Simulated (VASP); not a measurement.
# PtSe2 in VASP: single point with PBE+D3(BJ)

Aim: the single point of PtSe2 with PBE+D3(BJ).

Everything below comes from runs of VASP 6.6.1. Logs are shortened: lines on timing, memory, paths and dates and some standing lists are left out, and cuts for length are marked.

**1. The cell of the first run**

The cell holds a sheet with vacuum, 6 atoms: a = 3.727 Å, b = 3.727 Å, c = 39.100 Å, α = 90.00°, β = 90.00°, γ = 120.00°.

**2. Single point, PBE+D3(BJ)**

Input file INCAR:

```
SYSTEM = PtSe2
ALGO = Normal
DIPOL = 0.5 0.5 0.328
EDIFF = 1E-6
ENCUT = 520
GGA = PE
IDIPOL = 3
ISIF = 2
ISMEAR = 0
IVDW = 12
LASPH = .True.
LCHARG = .True.
LDIPOL = .True.
LELF = .True.
LREAL = .False.
LVACPOTAV = .True.
LVHAR = .True.
LWAVE = .False.
NBANDS = 31
NELM = 60
PREC = Accurate
SIGMA = 0.02
```

Input file KPOINTS:

```
k-points
0
Gamma
  12 12 1
  0 0 0
```

Input file POSCAR:

```
PtSe2
1.0
    3.7270000000      0.0000000000      0.0000000000
   -1.8635000000      3.2276766799      0.0000000000
    0.0000000000      0.0000000000     39.0999999982
Se Pt
4 2
Direct
    0.6666666667      0.3333333333      0.2306526641
    0.3333333333      0.6666666667      0.2976258765
    0.6666666667      0.3333333333      0.3583843538
    0.3333333333      0.6666666667      0.4253575661
    0.0000000000      0.0000000000      0.2645543105
    0.0000000000      0.0000000000      0.3914559198
```

Potentials or basis: VASP PAW PBE potentials, release 64 (Se, Pt).

Started as:

```console
$ cat potpaw_PBE.64/Se/POTCAR potpaw_PBE.64/Pt/POTCAR > POTCAR
$ mpirun -np 1 vasp_std > vasp.out
```

OUTCAR:

```text
SYSTEM = PtSe2
   EDIFF = 1E-6
   ENCUT = 520
   GGA = PE
   ISIF = 2
   ISMEAR = 0
   IVDW = 12
   LASPH = .True.
   LREAL = .False.
   NELM = 60
   PREC = Accurate
 IVDW          = 12

 ion  position               nearest neighbor table
   1  0.667  0.333  0.231-   5 2.53   5 2.53   5 2.53
   2  0.333  0.667  0.298-   5 2.51   5 2.51   5 2.51
   3  0.667  0.333  0.358-   6 2.51   6 2.51   6 2.51
   4  0.333  0.667  0.425-   6 2.53   6 2.53   6 2.53
   5  0.000  0.000  0.265-   2 2.51   2 2.51   2 2.51   1 2.53   1 2.53   1 2.53
   6  0.000  0.000  0.391-   3 2.51   3 2.51   3 2.51   4 2.53   4 2.53   4 2.53

  LATTYP: Found a hexagonal cell.
 ALAT       =     3.7270000000
 C/A-ratio  =    10.4910115369

  Lattice vectors:

 A1 = (   3.7270000000,   0.0000000000,   0.0000000000)
 A2 = (  -1.8635000000,   3.2276766799,   0.0000000000)
 A3 = (   0.0000000000,   0.0000000000,  39.0999999982)

Analysis of symmetry for initial positions (statically):
=====================================================================
 Subroutine PRICEL returns:
 Original cell was already a primitive cell.

 Routine SETGRP: Setting up the symmetry group for a
 hexagonal supercell.

 Subroutine GETGRP returns: Found 12 space group operations
 (whereof  6 operations were pure point group operations)
 out of a pool of 24 trial point group operations.

The static configuration has the point symmetry C_3v.
 The point group associated with its full space group is D_3d.

Analysis of symmetry for dynamics (positions and initial velocities):
=====================================================================
 Subroutine PRICEL returns:
 Original cell was already a primitive cell.

 Routine SETGRP: Setting up the symmetry group for a
 hexagonal supercell.

 Subroutine GETGRP returns: Found 12 space group operations
 (whereof  6 operations were pure point group operations)
 out of a pool of 24 trial point group operations.

The dynamic configuration has the point symmetry C_3v.
 The point group associated with its full space group is D_3d.

 Subroutine INISYM returns: Found 12 space group operations
 (whereof  6 operations are pure point group operations),
 and found     1 'primitive' translations

----------------------------------------------------------------------------------------

                                     Primitive cell

  volume of cell :     470.3554

  direct lattice vectors                    reciprocal lattice vectors
     3.727000000  0.000000000  0.000000000     0.268312316  0.154910188  0.000000000
    -1.863500000  3.227676680  0.000000000     0.000000000  0.309820375  0.000000000
     0.000000000  0.000000000 39.099999998     0.000000000  0.000000000  0.025575448

  length of vectors
     3.727000000  3.727000000 39.099999998     0.309820375  0.309820375  0.025575448

  position of ions in fractional coordinates (direct lattice)
     0.666666667  0.333333333  0.230652664
     0.333333333  0.666666667  0.297625876
     0.666666667  0.333333333  0.358384354
     0.333333333  0.666666667  0.425357566
     0.000000000  0.000000000  0.264554311
     0.000000000  0.000000000  0.391455920

  ion indices of the primitive-cell ions
   primitive index   ion index
                 1           1
                 2           2
                 3           3
                 4           4
                 5           5
                 6           6

----------------------------------------------------------------------------------------

 KPOINTS: k-points

Automatic generation of k-mesh.
 Grid dimensions read from file:
 generate k-points for:   12   12    1

 Generating k-lattice:

  Cartesian coordinates                     Fractional coordinates (reciprocal lattice)
     0.022359360  0.012909182  0.000000000     0.083333333  0.000000000  0.000000000
     0.000000000  0.025818365  0.000000000     0.000000000  0.083333333  0.000000000
     0.000000000  0.000000000  0.025575448     0.000000000  0.000000000  1.000000000

  Length of vectors
     0.025818365  0.025818365  0.025575448

  Shift w.r.t. Gamma in fractional coordinates (k-lattice)
     0.000000000  0.000000000  0.000000000

 Subroutine IBZKPT returns following result:
 ===========================================

 Found     19 irreducible k-points:

 Following reciprocal coordinates:
            Coordinates               Weight
  0.000000  0.000000  0.000000      1.000000
  0.083333  0.000000  0.000000      6.000000
  0.166667  0.000000  0.000000      6.000000
  0.250000  0.000000  0.000000      6.000000
  0.333333  0.000000  0.000000      6.000000
  0.416667  0.000000  0.000000      6.000000
[... 11 lines left out ...]
  0.333333  0.250000  0.000000     12.000000
  0.333333  0.333333  0.000000      2.000000
   k-points           NKPTS =     19   k-points in BZ     NKDIM =     19   number of bands    NBANDS=     31
   number of dos      NEDOS =    301   number of ions     NIONS =      6
   total plane-waves  NPLWV = 230496
   dimension x,y,z NGX =    28 NGY =   28 NGZ =  294
   dimension x,y,z NGXF=    56 NGYF=   56 NGZF=  588
   ions per type =               4   2
   NGX,Y,Z   is equivalent  to a cutoff of  12.49, 12.49, 12.50 a.u.
   NGXF,Y,Z  is equivalent  to a cutoff of  24.98, 24.98, 25.00 a.u.
 SYSTEM =  PtSe2
   PREC   = accura    normal or accurate (medium, high low for compatibility)
   ISTART =      0    job   : 0-new  1-cont  2-samecut
   ICHARG =      2    charge: 1-file 2-atom 10-const
   ISPIN  =      1    spin polarized calculation?
   LNONCOLLINEAR =      F non collinear calculations
   LSORBIT =      F    spin-orbit coupling
   LASPH  =      T    aspherical Exc in radial PAW
   ENCUT  =  520.0 eV  38.22 Ry    6.18 a.u.   6.93  6.93 72.70*2*pi/ulx,y,z
   NELM   =     60;   NELMIN=  2; NELMDL= -5     # of ELM steps
   EDIFF  = 0.1E-05   stopping-criterion for ELM
   LREAL  =      F    real-space projection
   EDIFFG = 0.1E-04   stopping-criterion for IOM
   NSW    =      0    number of steps for IOM
   IBRION =     -1    ionic relax: 0-MD 1-quasi-New 2-CG
   NFREE  =      0    steps in history (QN), initial steepest desc. (CG)
   ISIF   =      2    stress and relaxation
   ISYM   =      2    0-nonsym 1-usesym 2-fastsym
   POTIM  = 0.5000    time-step for ionic-motion
   TEBEG  =    0.0;   TEEND  =   0.0 temperature during run
   PSTRESS=    0.0 pullay stress
   NELECT =      44.0000    total number of electrons
   NUPDOWN=      -1.0000    fix difference up-down
   EMIN   =  10.00;   EMAX   =-10.00  energy-range for DOS
   EFERMI =   0.00;   METHOD = LEGACY
   ISMEAR =     0;   SIGMA  =   0.02  broadening in eV -4-tet -1-fermi 0-gaus
   EFERMI_NEDOS =   21; number of points for ismear=-14 and -15
   IALGO  =     38    algorithm
   IMIX   =      4    mixing-type and parameters
     AMIX     =   0.40;   BMIX     =  1.00
     AMIX_MAG =   1.60;   BMIX_MAG =  1.00
  volume/ion in A,a.u.               =      78.39       529.02
  Fermi-wavevector in a.u.,A,eV,Ry     =   0.743162  1.404373  7.514364  0.552290
  Thomas-Fermi vector in A             =   1.838213
   LORBIT       =      0    0 simple, 1 ext, 2 COOP (PROOUT), +10 PAW based schemes
   GGA     = PE    functional components
   LHFCALC =     F    Hartree Fock is set to
   AEXX    =    0.0000 exact exchange contribution
   IVDW    =    12    specifies the selected vdW correction
   LEPSILON=     F    determine dielectric tensor
   LRPA    =     F    only Hartree local field effects (RPA)
 non-spin polarized calculation
 Gauss-broadening in eV      SIGMA  =   0.02
  energy-cutoff  :      520.00
  volume of cell :      470.36
 maximum number of plane-waves:     12719
 NGX is ok and might be reduce to    28
   NGX = 13   NGY = 13   NGZ =145

 number of electron      43.9999995 magnetization

 dipolmoment           0.000000      0.000000     -0.000003 electrons x Angstroem

 Free energy of the ion-electron system (eV)
  ---------------------------------------------------
  ext. energy  EPLUGINS =         0.00000000
  ---------------------------------------------------
  free energy    TOTEN  =       -28.48677610 eV

  energy without entropy =      -28.48677610  energy(sigma->0) =      -28.48677610

 E-fermi :  -1.8224     XC(G=0):  -3.1113

 val. band max:       -1.9307462950   @ k =   0.0833   0.0000   0.0000
 cond. band min:      -1.6802807692   @ k =   0.2500   0.0000   0.0000
 fundamental gap:      0.2504655257
 Fermi energy:        -1.8224173463

 k-point     1 :       0.0000    0.0000    0.0000
  band No.  band energies     occupation
      1     -17.2267      2.00000
      2     -16.7490      2.00000
      3     -15.4266      2.00000
      4     -14.8117      2.00000
      5      -8.5162      2.00000
      6      -7.9872      2.00000
[... 23 lines left out ...]
     30       2.8439      0.00000
     31       2.8833      0.00000

 k-point     2 :       0.0833    0.0000    0.0000
  band No.  band energies     occupation
      1     -17.1528      2.00000
      2     -16.6761      2.00000
      3     -15.4158      2.00000
      4     -14.8304      2.00000
      5      -8.4797      2.00000
      6      -8.0013      2.00000
[... 23 lines left out ...]
     30       2.9712      0.00000
     31       3.2162      0.00000

 k-point     3 :       0.1667    0.0000    0.0000
  band No.  band energies     occupation
      1     -16.9397      2.00000
      2     -16.4678      2.00000
      3     -15.3861      2.00000
      4     -14.8841      2.00000
      5      -8.4289      2.00000
      6      -7.9891      2.00000
[... 23 lines left out ...]
     30       3.3018      0.00000
     31       3.4397      0.00000

 k-point     4 :       0.2500    0.0000    0.0000
  band No.  band energies     occupation
      1     -16.6155      2.00000
      2     -16.1577      2.00000
      3     -15.3443      2.00000
      4     -14.9653      2.00000
      5      -8.4147      2.00000
      6      -7.9518      2.00000
[... 23 lines left out ...]
     30       3.4098      0.00000
     31       3.8094      0.00000

 k-point     5 :       0.3333    0.0000    0.0000
  band No.  band energies     occupation
      1     -16.2350      2.00000
      2     -15.8112      2.00000
      3     -15.2989      2.00000
      4     -15.0619      2.00000
      5      -8.5631      2.00000
      6      -8.2024      2.00000
[... 23 lines left out ...]
     30       3.8858      0.00000
     31       4.0398      0.00000
[... 372 lines left out ...]
     30       5.0315      0.00000
     31       5.1010      0.00000

 k-point    17 :       0.2500    0.2500    0.0000
  band No.  band energies     occupation
      1     -15.7924      2.00000
      2     -15.4505      2.00000
      3     -15.2225      2.00000
      4     -15.1666      2.00000
      5      -8.4310      2.00000
      6      -8.3476      2.00000
[... 23 lines left out ...]
     30       4.5734      0.00000
     31       5.2670      0.00000

 k-point    18 :       0.3333    0.2500    0.0000
  band No.  band energies     occupation
      1     -15.5773      2.00000
      2     -15.3769      2.00000
      3     -15.1807      2.00000
      4     -15.1761      2.00000
      5      -8.5310      2.00000
      6      -8.4742      2.00000
[... 23 lines left out ...]
     30       5.2589      0.00000
     31       5.4963      0.00000

 k-point    19 :       0.3333    0.3333    0.0000
  band No.  band energies     occupation
      1     -15.4422      2.00000
      2     -15.4422      2.00000
      3     -15.1530      2.00000
      4     -15.1530      2.00000
      5      -8.4369      2.00000
      6      -8.0623      2.00000
[... 23 lines left out ...]
     30       5.3297      0.00000
     31       5.9057      0.00000

------------------------ aborting loop because EDIFF is reached ----------------------------------------

 vacuum level on the upper side and lower side of the slab       (xc-potential included)        -0.145        -0.146

 Edisp (eV)   -2.31235

 E8    (eV) :    -1.0297

  FORCE on cell =-STRESS in cart. coord.  units (eV):
  Direction    XX          YY          ZZ          XY          YZ          ZX
  --------------------------------------------------------------------------------------
  -------------------------------------------------------------------------------------
  Total       0.25555     0.25555    -0.03610     0.00000    -0.00000    -0.00000
  in kB       0.87050     0.87050    -0.12295     0.00000    -0.00000    -0.00000
  external pressure =        0.54 kB  Pullay stress =        0.00 kB

 VOLUME and BASIS-vectors are now :
 -----------------------------------------------------------------------------
  energy-cutoff  :      520.00
  volume of cell :      470.36
      direct lattice vectors                 reciprocal lattice vectors
     3.727000000  0.000000000  0.000000000     0.268312316  0.154910188  0.000000000
    -1.863500000  3.227676680  0.000000000     0.000000000  0.309820375  0.000000000
     0.000000000  0.000000000 39.099999998     0.000000000  0.000000000  0.025575448

 POSITION                                       TOTAL-FORCE (eV/Angst)
 -----------------------------------------------------------------------------------
      1.86350      1.07589      9.01852         0.000000      0.000000      0.000275
     -0.00000      2.15178     11.63717        -0.000000      0.000000      0.002621
      1.86350      1.07589     14.01283         0.000000     -0.000000     -0.002621
     -0.00000      2.15178     16.63148        -0.000000     -0.000000     -0.000275
      0.00000      0.00000     10.34407        -0.000000      0.000000      0.000119
      0.00000      0.00000     15.30593        -0.000000     -0.000000     -0.000119
 -----------------------------------------------------------------------------------
    total drift:                               -0.000000      0.000000     -0.000051

  FREE ENERGIE OF THE ION-ELECTRON SYSTEM (eV)
  ---------------------------------------------------
  free  energy   TOTEN  =       -30.7991212585 eV

  energy  without entropy=      -30.7991212585  energy(sigma->0) =      -30.79912126

 vacuum level on the upper side and lower side of the slab         2.886         2.886
```

It took 13 min on 1 thread of AMD EPYC 7R43 (Zen 3), shared host; peak memory 0.6 GiB.

What came out:

- Free energy: -30.7991 eV
- Band gap on the k mesh: 0.25 eV (least direct gap 0.93 eV)
- Dispersion energy per atom: -0.385 eV
- Ionisation potential of the upper face: 4.82 eV

Forces in eV/Å, atoms in the order of the input:
```
Se   0.000  0.000  0.000
Se   0.000  0.000  0.003
Se   0.000  0.000 -0.003
Se   0.000  0.000  0.000
Pt   0.000  0.000  0.000
Pt   0.000  0.000  0.000
```

Levels at points of the mesh, in eV from the valence-band top:
```tsv
k point	band 20	band 21	band 22	band 23	band 24	band 25
(0.00, 0.00, 0.00)	-0.88	-0.88	-0.26	1.71	1.71	2.23
(0.50, 0.00, 0.00)	-2.73	-2.59	-1.68	1.11	1.33	1.69
```

Caveat: spin-orbit coupling is left out, which moves the levels of the heavy elements.
